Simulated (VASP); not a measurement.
# Sr3YB2 in VASP: single point with r2SCAN

Aim: the single point of Sr3YB2 with r2SCAN.

All numbers are computed with VASP 6.6.1; they aren't measurements. Logs are shortened: lines on timing, memory, paths and dates and some standing lists are left out, and cuts for length are marked.

### Step 1. The cell of the first run

The typed cell holds 6 atoms: a = 6.219 Å, b = 6.219 Å, c = 3.746 Å, α = 90.00°, β = 90.00°, γ = 60.00°.

### Step 2. Single point, r2SCAN

The input, POSCAR:

```
Sr3YB2
1.0
    3.1092740000      5.3854170000      0.0000000000
   -3.1092740000      5.3854170000      0.0000000000
    0.0000000000      0.0000000000      3.7464870000
B Sr Y
2 3 1
Direct
    0.3333000000      0.3334000000      0.0000000000
    0.6666000000      0.6667000000      0.0000000000
    0.5000000000      0.5000000000      0.5000000000
    0.5000000000      0.0000000000      0.5000000000
    0.0000000000      0.5000000000      0.5000000000
    0.0000000000      0.0000000000      0.0000000000
```

The input, INCAR.step1:

```
ALGO = Normal
EDIFF = 1E-4
ENCUT = 520
GGA = PE
ISMEAR = -1
LASPH = T
LCHARG = F
LREAL = F
LWAVE = T
NBANDS = 32
NELM = 80
PREC = Accurate
SIGMA = 0.116
```

The input, INCAR.step2:

```
ALGO = Normal
EDIFF = 1E-6
ENCUT = 520
ISIF = 2
ISMEAR = -1
ISTART = 1
LASPH = T
LCHARG = F
LMIXTAU = T
LREAL = F
LWAVE = F
METAGGA = R2SCAN
NBANDS = 32
NELM = 80
PREC = Accurate
SIGMA = 0.116
```

The input, KPOINTS:

```
k-points
0
Gamma
  6 6 9
```

Potentials or basis: VASP PAW PBE potentials, release 64 (B, Sr_sv, Y_sv).

On the command line:

```
cat potpaw_PBE.64/B/POTCAR potpaw_PBE.64/Sr_sv/POTCAR potpaw_PBE.64/Y_sv/POTCAR > POTCAR
cp INCAR.step1 INCAR
mpirun -np 1 vasp_std > vasp.out
cp INCAR.step2 INCAR
mpirun -np 1 vasp_std > vasp.out
```

OUTCAR:

```text
EDIFF = 1E-6
   ENCUT = 520
   ISIF = 2
   ISMEAR = -1
   ISTART = 1
   LASPH = T
   LREAL = F
   METAGGA = R2SCAN
   NELM = 80
   PREC = Accurate

 ion  position               nearest neighbor table
   1  0.333  0.333  0.000-   3 2.59   3 2.59   5 2.59   5 2.59   4 2.59   4 2.59
   2  0.667  0.667  0.000-   3 2.59   3 2.59   4 2.59   4 2.59   5 2.59   5 2.59
   3  0.500  0.500  0.500-   1 2.59   2 2.59   1 2.59   2 2.59   4 3.11   5 3.11   4 3.11   5 3.11
                             6 3.63   6 3.63   6 3.63   6 3.63   5 4.87   4 4.87   4 4.87   5 4.87
   4  0.500  0.000  0.500-   2 2.59   2 2.59   1 2.59   1 2.59   3 3.11   3 3.11   5 3.11   5 3.11
                             6 3.63   6 3.63   6 3.63   6 3.63   3 4.87   3 4.87   3 4.87   3 4.87
   5  0.000  0.500  0.500-   1 2.59   1 2.59   2 2.59   2 2.59   3 3.11   3 3.11   4 3.11   4 3.11
                             6 3.63   6 3.63   6 3.63   6 3.63   3 4.87   3 4.87   3 4.87   3 4.87
   6  0.000  0.000  0.000-   4 3.63   5 3.63   4 3.63   5 3.63   5 3.63   5 3.63   4 3.63   4 3.63
                             3 3.63   3 3.63   3 3.63   3 3.63

  LATTYP: Found a hexagonal cell.
 ALAT       =     6.2185449320
 C/A-ratio  =     0.6024700378

  Lattice vectors:

 A1 = (   3.1092740000,  -5.3854170000,   0.0000000000)
 A2 = (   3.1092740000,   5.3854170000,   0.0000000000)
 A3 = (   0.0000000000,   0.0000000000,   3.7464870000)

Analysis of symmetry for initial positions (statically):
=====================================================================
 Subroutine PRICEL returns:
 Original cell was already a primitive cell.

 Routine SETGRP: Setting up the symmetry group for a
 hexagonal supercell.

 Subroutine GETGRP returns: Found  4 space group operations
 (whereof  4 operations were pure point group operations)
 out of a pool of 24 trial point group operations.

The static configuration has the point symmetry C_2v.

Analysis of symmetry for dynamics (positions and initial velocities):
=====================================================================
 Subroutine PRICEL returns:
 Original cell was already a primitive cell.

 Routine SETGRP: Setting up the symmetry group for a
 hexagonal supercell.

 Subroutine GETGRP returns: Found  4 space group operations
 (whereof  4 operations were pure point group operations)
 out of a pool of 24 trial point group operations.

The dynamic configuration has the point symmetry C_2v.

 Subroutine INISYM returns: Found  4 space group operations
 (whereof  4 operations are pure point group operations),
 and found     1 'primitive' translations

----------------------------------------------------------------------------------------

                                     Primitive cell

  volume of cell :     125.4679

  direct lattice vectors                    reciprocal lattice vectors
     3.109274000  5.385417000  0.000000000     0.160809244  0.092843321  0.000000000
    -3.109274000  5.385417000  0.000000000    -0.160809244  0.092843321  0.000000000
     0.000000000  0.000000000  3.746487000     0.000000000  0.000000000  0.266916714

  length of vectors
     6.218544932  6.218544932  3.746487000     0.185686551  0.185686551  0.266916714

  position of ions in fractional coordinates (direct lattice)
     0.333300000  0.333400000  0.000000000
     0.666600000  0.666700000  0.000000000
     0.500000000  0.500000000  0.500000000
     0.500000000  0.000000000  0.500000000
     0.000000000  0.500000000  0.500000000
     0.000000000  0.000000000  0.000000000

  ion indices of the primitive-cell ions
   primitive index   ion index
                 1           1
                 2           2
                 3           3
                 4           4
                 5           5
                 6           6

----------------------------------------------------------------------------------------

 KPOINTS: k-points

Automatic generation of k-mesh.
 Grid dimensions read from file:
 generate k-points for:    6    6    9

 Generating k-lattice:

  Cartesian coordinates                     Fractional coordinates (reciprocal lattice)
     0.026801541  0.015473887  0.000000000     0.166666667  0.000000000  0.000000000
    -0.026801541  0.015473887  0.000000000     0.000000000  0.166666667  0.000000000
     0.000000000  0.000000000  0.029657413     0.000000000  0.000000000  0.111111111

  Length of vectors
     0.030947758  0.030947758  0.029657413

  Shift w.r.t. Gamma in fractional coordinates (k-lattice)
     0.000000000  0.000000000  0.000000000

 Subroutine IBZKPT returns following result:
 ===========================================

 Found     65 irreducible k-points:

 Following reciprocal coordinates:
            Coordinates               Weight
  0.000000  0.000000  0.000000      1.000000
  0.166667  0.000000  0.000000      4.000000
  0.166667  0.166667  0.000000      2.000000
  0.333333  0.000000  0.000000      4.000000
  0.333333  0.333333  0.000000      2.000000
  0.500000  0.000000  0.000000      2.000000
[... 16 lines left out ...]
  0.500000  0.166667  0.111111      8.000000
  0.333333  0.500000  0.111111      8.000000
 [... further k-points ...]
   k-points           NKPTS =     65   k-points in BZ     NKDIM =     65   number of bands    NBANDS=     32
   number of dos      NEDOS =    301   number of ions     NIONS =      6
   total plane-waves  NPLWV =  64512
   dimension x,y,z NGX =    48 NGY =   48 NGZ =   28
   dimension x,y,z NGXF=    96 NGYF=   96 NGZF=   56
   ions per type =               2   3   1
   NGX,Y,Z   is equivalent  to a cutoff of  12.83, 12.83, 12.42 a.u.
   NGXF,Y,Z  is equivalent  to a cutoff of  25.66, 25.66, 24.85 a.u.
 SYSTEM =  unknown system
   PREC   = accura    normal or accurate (medium, high low for compatibility)
   ISTART =      1    job   : 0-new  1-cont  2-samecut
   ICHARG =      0    charge: 1-file 2-atom 10-const
   ISPIN  =      1    spin polarized calculation?
   LNONCOLLINEAR =      F non collinear calculations
   LSORBIT =      F    spin-orbit coupling
   LASPH  =      T    aspherical Exc in radial PAW
   ENCUT  =  520.0 eV  38.22 Ry    6.18 a.u.  11.56 11.56  6.97*2*pi/ulx,y,z
   NELM   =     80;   NELMIN=  2; NELMDL=  0     # of ELM steps
   EDIFF  = 0.1E-05   stopping-criterion for ELM
   LREAL  =      F    real-space projection
   EDIFFG = 0.1E-04   stopping-criterion for IOM
   NSW    =      0    number of steps for IOM
   IBRION =     -1    ionic relax: 0-MD 1-quasi-New 2-CG
   NFREE  =      0    steps in history (QN), initial steepest desc. (CG)
   ISIF   =      2    stress and relaxation
   ISYM   =      2    0-nonsym 1-usesym 2-fastsym
   POTIM  = 0.5000    time-step for ionic-motion
   TEBEG  =    0.0;   TEEND  =   0.0 temperature during run
   PSTRESS=    0.0 pullay stress
   NELECT =      47.0000    total number of electrons
   NUPDOWN=      -1.0000    fix difference up-down
   EMIN   =  10.00;   EMAX   =-10.00  energy-range for DOS
   EFERMI =   0.00;   METHOD = LEGACY
   ISMEAR =    -1;   SIGMA  =   0.12  broadening in eV -4-tet -1-fermi 0-gaus
   EFERMI_NEDOS =   21; number of points for ismear=-14 and -15
   IALGO  =     38    algorithm
   IMIX   =      4    mixing-type and parameters
     AMIX     =   0.40;   BMIX     =  1.00
     AMIX_MAG =   1.60;   BMIX_MAG =  1.00
  volume/ion in A,a.u.               =      20.91       141.12
  Fermi-wavevector in a.u.,A,eV,Ry     =   1.180130  2.230123 18.948934  1.392707
  Thomas-Fermi vector in A             =   2.316428
   LORBIT       =      0    0 simple, 1 ext, 2 COOP (PROOUT), +10 PAW based schemes
   METAGGA = R2SCAN    functional components
   LHFCALC =     F    Hartree Fock is set to
   AEXX    =    0.0000 exact exchange contribution
   IVDW    =     0    specifies the selected vdW correction
   LEPSILON=     F    determine dielectric tensor
   LRPA    =     F    only Hartree local field effects (RPA)
 non-spin polarized calculation
  energy-cutoff  :      520.00
  volume of cell :      125.47
 maximum number of plane-waves:      3410
 NGX is ok and might be reduce to    48
   NGX = 23   NGY = 23   NGZ = 13

 number of electron      47.0000000 magnetization

 Free energy of the ion-electron system (eV)
  ---------------------------------------------------
  ext. energy  EPLUGINS =         0.00000000
  ---------------------------------------------------
  free energy    TOTEN  =       -73.16200142 eV

  energy without entropy =      -72.91231476  energy(sigma->0) =      -73.03715809

 E-fermi :   4.0772     XC(G=0): -10.7002

 val. band max:        4.0739467023   @ k =   0.0000   0.0000   0.1111
 cond. band min:       4.1057021646   @ k =   0.3333   0.3333   0.1111
 fundamental gap:      0.0317554623
 Fermi energy:         4.0772103420

 k-point     1 :       0.0000    0.0000    0.0000
  band No.  band energies     occupation
      1     -40.5187      2.00000
      2     -31.9413      2.00000
      3     -31.5994      2.00000
      4     -31.5991      2.00000
      5     -19.8905      2.00000
      6     -19.8905      2.00000
[... 24 lines left out ...]
     31       6.6969      0.00000
     32       7.5558      0.00000

 k-point     2 :       0.1667    0.0000    0.0000
  band No.  band energies     occupation
      1     -40.5187      2.00000
      2     -31.9221      2.00000
      3     -31.6206      2.00000
      4     -31.5994      2.00000
      5     -19.8894      2.00000
      6     -19.8878      2.00000
[... 24 lines left out ...]
     31       6.6750      0.00000
     32       7.2177      0.00000

 k-point     3 :       0.1667    0.1667    0.0000
  band No.  band energies     occupation
      1     -40.5187      2.00000
      2     -31.9221      2.00000
      3     -31.6204      2.00000
      4     -31.5996      2.00000
      5     -19.8894      2.00000
      6     -19.8878      2.00000
[... 24 lines left out ...]
     31       6.6749      0.00000
     32       7.2178      0.00000

 k-point     4 :       0.3333    0.0000    0.0000
  band No.  band energies     occupation
      1     -40.5186      2.00000
      2     -31.8720      2.00000
      3     -31.6747      2.00000
      4     -31.5997      2.00000
      5     -19.8873      2.00000
      6     -19.8823      2.00000
[... 24 lines left out ...]
     31       6.8234      0.00000
     32       6.9359      0.00000

 k-point     5 :       0.3333    0.3333    0.0000
  band No.  band energies     occupation
      1     -40.5186      2.00000
      2     -31.8721      2.00000
      3     -31.6744      2.00000
      4     -31.5999      2.00000
      5     -19.8873      2.00000
      6     -19.8824      2.00000
[... 584 lines left out ...]
     31       6.8621      0.00000
     32       7.0172      0.00000

 k-point    22 :      -0.1667    0.1667    0.1111
  band No.  band energies     occupation
      1     -40.5170      2.00000
      2     -31.8825      2.00000
      3     -31.6552      2.00000
      4     -31.5960      2.00000
      5     -19.8842      2.00000
      6     -19.8814      2.00000
[... 24 lines left out ...]
     31       6.8622      0.00000
     32       7.0174      0.00000

 k-point    23 :       0.5000    0.1667    0.1111
  band No.  band energies     occupation
      1     -40.5170      2.00000
      2     -31.8272      2.00000
      3     -31.7135      2.00000
      4     -31.5963      2.00000
      5     -19.8822      2.00000
      6     -19.8786      2.00000
[... 24 lines left out ...]
     31       7.1214      0.00000
     32       7.3691      0.00000

 k-point    24 :       0.3333    0.5000    0.1111
  band No.  band energies     occupation
      1     -40.5170      2.00000
      2     -31.8272      2.00000
      3     -31.7133      2.00000
      4     -31.5964      2.00000
      5     -19.8822      2.00000
      6     -19.8786      2.00000
[... 24 lines left out ...]
     31       7.1214      0.00000
     32       7.3691      0.00000

 [... further k-points ...]

------------------------ aborting loop because EDIFF is reached ----------------------------------------

  FORCE on cell =-STRESS in cart. coord.  units (eV):
  Direction    XX          YY          ZZ          XY          YZ          ZX
  --------------------------------------------------------------------------------------
  -------------------------------------------------------------------------------------
  Total       13.7812901     13.7863331     17.2368734      0.0000000      0.0000000      0.0000000
  in kB      175.9818589    176.0462555    220.1083494      0.0000000      0.0000000      0.0000000
  external PRESSURE =     190.7121546 kB  Pullay stress =       0.0000000 kB

 VOLUME and BASIS-vectors are now :
 -----------------------------------------------------------------------------
  energy-cutoff  :      520.00
  volume of cell :      125.47
      direct lattice vectors                 reciprocal lattice vectors
     3.109274000  5.385417000  0.000000000     0.160809244  0.092843321  0.000000000
    -3.109274000  5.385417000  0.000000000    -0.160809244  0.092843321  0.000000000
     0.000000000  0.000000000  3.746487000     0.000000000  0.000000000  0.266916714

 POSITION                                       TOTAL-FORCE (eV/Angst)
 -----------------------------------------------------------------------------------
     -0.00031      3.59046      0.00000         0.001522     -0.000436      0.000000
     -0.00031      7.18038      0.00000         0.001522      0.000436      0.000000
      0.00000      5.38542      1.87324         0.000064      0.000000      0.000000
      1.55464      2.69271      1.87324        -0.001858      0.001109      0.000000
     -1.55464      2.69271      1.87324        -0.001858     -0.001109      0.000000
      0.00000      0.00000      0.00000         0.000609      0.000000      0.000000
 -----------------------------------------------------------------------------------
    total drift:                                0.000007      0.000000     -0.000000

  FREE ENERGIE OF THE ION-ELECTRON SYSTEM (eV)
  ---------------------------------------------------
  free  energy   TOTEN  =       -73.1620014227 eV

  energy  without entropy=      -72.9123147607  energy(sigma->0) =      -73.03715809
```

Run time: 6.3 min. Hardware: 1 thread of Intel Xeon 6975P-C (Granite Rapids), shared host; peak memory 0.45 GiB.

What came out:

- Free energy: -73.1620 eV
- Pressure: 19.1 GPa
- Band gap on the k mesh: zero (an odd number of electrons rules out a gap without spin polarisation)

Forces in eV/Å, atoms in the order of the input:
```
B    0.002  0.000  0.000
B    0.002  0.000  0.000
Sr   0.000  0.000  0.000
Sr  -0.002  0.001  0.000
Sr  -0.002 -0.001  0.000
Y    0.001  0.000  0.000
```

Caveat: the cell stands under pressure; the PAW data sets were made with another functional, which shifts forces and pressure a little.

The gap in the log of VASP goes by the Fermi energy; the results here count the filled bands.